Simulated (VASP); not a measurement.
KBr:

```xyz
2
Lattice="0.0000 3.2945 3.2945 3.2945 0.0000 3.2945 3.2945 3.2945 0.0000" Properties=species:S:1:pos:R:3 pbc="T T T"
K     0.0000    0.0000    0.0000
Br    3.2945    3.2945    3.2945
```

* Program: VASP 6.6.1
* Task: relaxation of cell and atoms
* Functional: LDA
* Potentials or basis: VASP PAW LDA potentials, release 64 (K_sv, Br)
* Cutoff: 500 eV
* k mesh: 6 × 6 × 6
* Occupations: gaussian, width 0.02 eV
* Spin: no spin polarisation

At the start: pressure -1.5 GPa; volume 35.76 Å³/atom.

Question: How do energy, volume and symmetry change on relaxing?

Answer: Over 4 steps the energy falls by 17.3 meV/atom and the volume is 32.48 Å³/atom (-9.2 %); space group Fm-3m (No. 225, to 0.1 Å) before and after.

The path:
```
step  energy change (eV)  largest force (eV/Å)  pressure (GPa)  volume (Å³)
   1              0.0000                0.0000           -1.54        71.52
   2             -0.0263                0.0000           -0.83        68.03
   3             -0.0345                0.0000           -0.08        65.25
   4             -0.0346                0.0000            0.01        64.95
```

Final structure:
```yaml
crystal:
  lattice:
    - [0.00000, 3.19049, 3.19049]
    - [3.19049, 0.00000, 3.19049]
    - [3.19049, 3.19049, 0.00000]
  atoms:
    - { symbol: K, position: [0.00000, 0.00000, 0.00000] }
    - { symbol: Br, position: [0.50000, 0.50000, 0.50000] }
```
